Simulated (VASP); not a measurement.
ZnO: single point with PBEsol

ZnO:

```xyz
4
Lattice="3.2494 0.0000 0.0000 -1.6247 2.8141 0.0000 0.0000 0.0000 5.3339" Properties=species:S:1:pos:R:3 pbc="T T T"
Zn    0.0000    1.8760    0.0000
Zn    1.6247    0.9380    2.6669
O     0.0000    1.8760    2.0381
O     1.6247    0.9380    4.7050
```

This cell differs from its parent crystal: strain +0.000 along x and y, +0.025 along z.

```json
{
 "Program": "VASP 6.6.1",
 "Task": "single point",
 "Functional": "PBEsol",
 "Potentials or basis": "VASP PAW PBE potentials, release 64 (Zn, O)",
 "Cutoff": "520 eV",
 "k mesh": "9 × 9 × 6",
 "Occupations": "gaussian, width 0.05 eV",
 "Spin": "no spin polarisation",
 "Dipole correction": "no",
 "Further INCAR settings": "ALGO = Normal; EDIFF = 1e-06; NBANDS = 26"
}
```

```json
{"Pressure": "-3.6 GPa", "Largest force": "0.196 eV/Å", "Band gap on the k mesh": "0.62 eV, direct"}
```

Forces in eV/Å, atoms in the order of the input:
```
Zn   0.000  0.000  0.196
Zn   0.000  0.000  0.196
O    0.000  0.000 -0.196
O    0.000  0.000 -0.196
```

Stress tensor (GPa, compression positive):
```
-2.14  0.00  0.00
 0.00 -2.14  0.00
 0.00  0.00 -6.53
```

Levels at points of the mesh, in eV from the valence-band top:
```csv
k point,band 15,band 16,band 17,band 18,band 19,band 20,band 21,band 22
"(0.00, 0.00, 0.00)",-0.71,-0.15,0.00,0.00,0.62,5.04,7.81,12.78
"(0.00, 0.00, 0.50)",-0.35,-0.35,-0.35,-0.35,3.26,3.26,9.65,9.65
```

Wall time 71 s on 1 thread of Intel(R) Xeon(R) Platinum 8488C (Sapphire Rapids), with other jobs on the host, peak memory 0.19 GiB.

Caveat: the cell differs from its parent crystal (strain +0.000 along x and y, +0.025 along z); the PAW data sets were made with another functional, which shifts forces and pressure a little.
